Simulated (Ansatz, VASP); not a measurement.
# GaAs: VASP beside Ansatz

Contents of INCAR:

```
SYSTEM = GaAs
PREC = Accurate
ENCUT = 520
EDIFF = 1E-6
ISMEAR = 0
SIGMA = 0.05
LREAL = .FALSE.
LASPH = .TRUE.
NELM = 80
ALGO = Normal
ISIF = 2
LWAVE = .FALSE.
LCHARG = .FALSE.
GGA = PE
NBANDS = 16
```

The input KPOINTS:

```
Automatic mesh
0
G
  14 14 14
  0 0 0
```

Contents of POSCAR:

```
GaAs
1.0
    0.0000000000      2.8727620527      2.8727620527
    2.8727620527      0.0000000000      2.8727620527
    2.8727620527      2.8727620527      0.0000000000
Ga As
1 1
Direct
    0.0000000000      0.0000000000      0.0000000000
    0.2500000000      0.2500000000      0.2500000000
```

Input for Ansatz:

```yaml
crystal:
  lattice:
    - [0.0, 2.8727620527, 2.8727620527]
    - [2.8727620527, 0.0, 2.8727620527]
    - [2.8727620527, 2.8727620527, 0.0]
  atoms:
    - { symbol: Ga, position: [0.0, 0.0, 0.0] }
    - { symbol: As, position: [0.25, 0.25, 0.25] }
basis:
  ecutwfc: 420
  ecutrho_ratio: 4
kpoints:
  mp_grid: { grid: [14, 14, 14] }
hamiltonian:
  xc: pbe
  pseudopotentials: { kind: paw, frozen_core: stored }
scf:
  occupations: { method: gaussian, width: 0.05 }
output:
  forces: true
  stress: true
  eigenvalues: true
```

Alike in both runs: task single point; functional PBE; k mesh 14 × 14 × 14; occupations gaussian, width 0.05 eV; no spin polarisation.

|  | VASP | Ansatz |
| --- | --- | --- |
| version | VASP 6.6.1 | Ansatz 0.2.0 |
| potentials or method | VASP PAW PBE potentials, release 64 (Ga_d, As), cutoff 520 eV | scalar-relativistic, plane waves, PAW |
| valence electrons in the cell | 18 | 28 |

VASP gave:

| Item | Value |
| --- | --- |
| gap on the k mesh at the Fermi level (eV) | 0.16 |
| least direct gap on the mesh (eV) | 0.16 |
| pressure (GPa) | 0.2 |

Question: Which values does Ansatz return?

Answer: gap on the k mesh at the Fermi level (eV): 0.16; least direct gap on the mesh (eV): 0.16; pressure (GPa): 0.0.

VASP's potentials hold 18 valence electrons a cell and Ansatz's 28, so a difference there can come from the potentials and not from the codes.
